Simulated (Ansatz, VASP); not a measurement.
# Two plane-wave programs on BaRu3

The input INCAR:

```
PREC = Accurate
ENCUT = 520
EDIFF = 1E-7
ISMEAR = 0
SIGMA = 0.05
LREAL = False
LASPH = True
NELM = 60
ALGO = Fast
ISIF = 2
LWAVE = False
LCHARG = False
GGA = PS
NBANDS = 34
```

The input KPOINTS:

```
Automatic mesh
0
Gamma
  8 8 8
```

POSCAR

```
BaRu3
1.0
    4.0139410125      0.0000000000      0.0000000000
    0.0000000000      4.0139410125      0.0000000000
    0.0000000000      0.0000000000      4.0139410125
Ba Ru
1 3
Direct
    0.0000000000      0.0000000000      0.0000000000
    0.0000000000      0.5000000000      0.5000000000
    0.5000000000      0.5000000000      0.0000000000
    0.5000000000      0.0000000000      0.5000000000
```

Input for Ansatz:

```yaml
crystal:
  lattice:
    - [4.0139410125, 0.0, 0.0]
    - [0.0, 4.0139410125, 0.0]
    - [0.0, 0.0, 4.0139410125]
  atoms:
    - { symbol: Ba, position: [0.0, 0.0, 0.0] }
    - { symbol: Ru, position: [0.0, 0.5, 0.5] }
    - { symbol: Ru, position: [0.5, 0.5, 0.0] }
    - { symbol: Ru, position: [0.5, 0.0, 0.5] }
basis:
  ecutwfc: 420
  ecutrho_ratio: 4
kpoints:
  mp_grid: { grid: [8, 8, 8] }
hamiltonian:
  xc: pbesol
scf:
  occupations: { method: gaussian, width: 0.05 }
output:
  forces: true
  stress: true
  eigenvalues: true
```

Alike in both runs: task single point; functional PBEsol; k mesh 8 × 8 × 8; occupations gaussian, width 0.05 eV; no spin polarisation.

|  | VASP | Ansatz |
| --- | --- | --- |
| version | VASP 6.6.1 | Ansatz 0.2.0 |
| potentials or method | VASP PAW PBE potentials, release 64 (Ba_sv, Ru_pv), cutoff 520 eV | scalar-relativistic, plane waves, PAW |
| valence electrons in the cell | 52 | 58 |

|  | VASP | Ansatz | Ansatz less VASP |
| --- | --- | --- | --- |
| gap on the k mesh at the Fermi level (eV) | none | none | - |
| pressure (GPa) | 13.2 | 6.2 | -6.93 |

VASP's potentials were made for PBE, not for PBEsol. A gap of «none» marks a metal or a gap that the smearing closes. One of these differences is far larger than is usual between the two programs; its cause wasn't traced. VASP's potentials hold 52 valence electrons a cell and Ansatz's 58, so a difference there can come from the potentials and not from the codes.

Spin-orbit coupling is off throughout.
